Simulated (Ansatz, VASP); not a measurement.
## Two plane-wave programs on KZnF3

INCAR

```
SYSTEM = KZnF3
ALGO     = Normal         ! electronic algorithm
EDIFF    = 1E-6           ! SCF threshold, eV
ENCUT    = 520            ! plane-wave cutoff, eV
GGA      = PE             ! functional
ISIF     = 2              ! what is computed and relaxed
ISMEAR   = 0              ! smearing method
LASPH    = .TRUE.         ! aspherical terms in the spheres
LCHARG   = .FALSE.        ! write CHGCAR
LREAL    = .FALSE.        ! projectors in reciprocal space
LWAVE    = .FALSE.        ! write WAVECAR
NBANDS   = 29             ! bands
NELM     = 60             ! most SCF steps
PREC     = Accurate       ! precision mode
SIGMA    = 0.05           ! smearing width, eV
```

Contents of KPOINTS:

```
k-points
0
G
  6 6 6
  0 0 0
```

The input POSCAR:

```
KZnF3
1.0
    4.0500000000      0.0000000000      0.0000000000
    0.0000000000      4.5813600000      0.0000000000
    0.0000000000      0.0000000000      4.0500000000
K Zn F
1 1 3
Direct
    0.0000000000      0.0000000000      0.0000000000
    0.5000000000      0.5000000000      0.5000000000
    0.5000000000      0.5000000000      0.0000000000
    0.0000000000      0.5000000000      0.5000000000
    0.5000000000      0.0000000000      0.5000000000
```

Input for Ansatz:

```yaml
crystal:
  lattice:
    - [4.05, 0.0, 0.0]
    - [0.0, 4.58136, 0.0]
    - [0.0, 0.0, 4.05]
  atoms:
    - { symbol: K, position: [0.0, 0.0, 0.0] }
    - { symbol: Zn, position: [0.5, 0.5, 0.5] }
    - { symbol: F, position: [0.5, 0.5, 0.0] }
    - { symbol: F, position: [0.0, 0.5, 0.5] }
    - { symbol: F, position: [0.5, 0.0, 0.5] }
basis:
  ecutwfc: 420
kpoints:
  mp_grid: { grid: [6, 6, 6] }
hamiltonian:
  xc: pbe
scf:
  occupations: { method: gaussian, width: 0.05 }
output:
  forces: true
  stress: true
  eigenvalues: true
```

Change from the starting cell: strain +0.1312 x Voigt [0, 1, 0, 0, 0, 0], atoms carried along.

Alike in both runs: task single point; functional PBE; k mesh 6 × 6 × 6; occupations gaussian, width 0.05 eV; no spin polarisation.

```csv
,VASP,Ansatz
version,VASP 6.6.1,Ansatz 0.2.0
potentials or method,"VASP PAW PBE potentials, release 64 (K_sv, Zn, F), cutoff 520 eV","scalar-relativistic, plane waves, PAW"
valence electrons in the cell,42,42
```

Ansatz gave:

```
gap on the k mesh at the Fermi level (eV)                     : 3.32
least direct gap on the mesh (eV)                             : 4.51
pressure (GPa)                                                : -2.8
traceless stress, the component that is largest in VASP (GPa) : -3.31
```

Question: Which values does VASP return?

Answer: gap on the k mesh at the Fermi level (eV): 3.27; least direct gap on the mesh (eV): 4.48; pressure (GPa): -2.6; traceless stress, the component that is largest in VASP (GPa): -3.55.
